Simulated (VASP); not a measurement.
Write the native input for VASP 6.6.1 that does the following.

```yaml
Task: single point
Functional: PBE
Potentials_or_basis: VASP PAW PBE potentials, release 64 (Sn_d, Se)
Cutoff: 520 eV
k_mesh: 6 × 6 × 4
Occupations: gaussian, width 0.01 eV
Spin: no spin polarisation
Dipole_correction: no
Further_INCAR_settings: ALGO = Normal; EDIFF = 1e-07; NBANDS = 28
```

The structure of SnSe lies in POSCAR:

```
SnSe
1.0
    5.0747781426      0.0000000000      0.0000000000
   -2.5373890713      4.3948867901      0.0000000000
    0.0000000000      0.0000000000      6.1736757435
Sn Se
2 2
Direct
    0.3333333333      0.6666666667     -0.0391356268
    0.6666666667      0.3333333333      0.4608643732
    0.3333333333      0.6666666667      0.4141356268
    0.6666666667      0.3333333333      0.9141356268
```

One way to write it, as run:

INCAR

```
PREC     = Accurate       # precision mode
ENCUT    = 520            # plane-wave cutoff, eV
EDIFF    = 1E-7           # SCF threshold, eV
ISMEAR   = 0              # smearing method
SIGMA    = 0.01           # smearing width, eV
LREAL    = False          # projectors in reciprocal space
LASPH    = True           # aspherical terms in the spheres
NELM     = 60             # most SCF steps
ALGO     = Normal         # electronic algorithm
ISIF     = 2              # what is computed and relaxed
LWAVE    = False          # write WAVECAR
LCHARG   = False          # write CHGCAR
GGA      = PE             # functional
NBANDS   = 28             # bands
```

KPOINTS

```
Automatic mesh
0
Gamma
  6 6 4
```

Potentials or basis: VASP PAW PBE potentials, release 64 (Sn_d, Se).

Launch:

```console
$ cat potpaw_PBE.64/Sn_d/POTCAR potpaw_PBE.64/Se/POTCAR > POTCAR
$ mpirun -np 1 vasp_std > vasp.out
```

Results of the run:

The pressure is 0.9 GPa and the largest force is 0.112 eV/Å. The band gap on the k mesh is 0.88 eV.

Caveat: the structure was generated, so it needn't be the stable form of SnSe; spin-orbit coupling is left out, which moves the levels of the heavy elements.

Wall time 2.4 min on 1 thread of AMD EPYC 7R13 (shared host), peak memory 0.26 GiB.
